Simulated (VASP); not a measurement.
Set up this calculation in VASP 6.6.1, as the native input.

- Task: single point
- Functional: PBE
- Potentials or basis: VASP PAW PBE potentials, release 64 (Li_sv, Cs_sv, Os, B)
- Cutoff: 520 eV
- k mesh: 4 × 4 × 4, shifted
- Occupations: methfessel-paxton, width 0.05 eV
- Spin: collinear spin, zero start
- Starting moments: [0.0, 0.0, 0.0, 0.0, 0.0, 0.0, 0.0, 0.0, 0.0, 0.0] μB
- Dipole correction: no
- Further INCAR settings: ALGO = Normal; EDIFF = 1e-07; NBANDS = 38; ISYM = 0

The structure of Cs2LiB6Os lies in POSCAR:

```
Cs2LiB6Os
1.0
    0.0000000000      4.0781040000      4.0781040000
    4.0781040000      0.0000000000      4.0781040000
    4.0781040000      4.0781040000      0.0000000000
Li Cs Os B
1 2 1 6
Direct
    0.5000000000      0.5000000000      0.5000000000
    0.2500000000      0.2500000000      0.2500000000
    0.7500000000      0.7500000000      0.7500000000
    0.0000000000      0.0000000000      0.0000000000
    0.7670000000      0.2330000000      0.2330000000
    0.2330000000      0.7670000000      0.2330000000
    0.2330000000      0.7670000000      0.7670000000
    0.7670000000      0.2330000000      0.7670000000
    0.2330000000      0.2330000000      0.7670000000
    0.7670000000      0.7670000000      0.2330000000
```

The input as run:

INCAR

```
PREC = Accurate ; ENCUT = 520
EDIFF = 1E-7 ; ISMEAR = 1
SIGMA = 0.05 ; LREAL = False
LASPH = True ; NELM = 150
ALGO = Normal ; ISIF = 2
LWAVE = False ; LCHARG = False
ISPIN = 2 ; MAGMOM = 0 0 0 0 0 0 0 0 0 0
LORBIT = 11 ; LMAXMIX = 4
GGA = PE ; NBANDS = 38
ISYM = 0
```

KPOINTS

```
Automatic mesh
0
Gamma
  4 4 4
  0.5 0.5 0.5
```

Potentials or basis: VASP PAW PBE potentials, release 64 (Li_sv, Cs_sv, Os, B).

The run is started by

```bash
$ cat potpaw_PBE.64/Li_sv/POTCAR potpaw_PBE.64/Cs_sv/POTCAR potpaw_PBE.64/Os/POTCAR potpaw_PBE.64/B/POTCAR > POTCAR
$ mpirun -np 1 vasp_std > vasp.out
```

Results of the run:

```
Largest force                                         : 3.947 eV/Å
Net moment                                            : 0.00 μB per cell
Valence electrons inside the program's atomic spheres : Li 2.18; Cs 6.73; Os 9.12; B 1.68
```

Caveat: no moment was typed at the start, so none could form; forces of over 1 eV/Å act on the atoms, so gaps and moduli don't describe the material at rest.

Wall time 24 min on 1 thread of Intel(R) Xeon(R) Platinum 8488C (Sapphire Rapids) (shared host), peak memory 1.1 GiB.
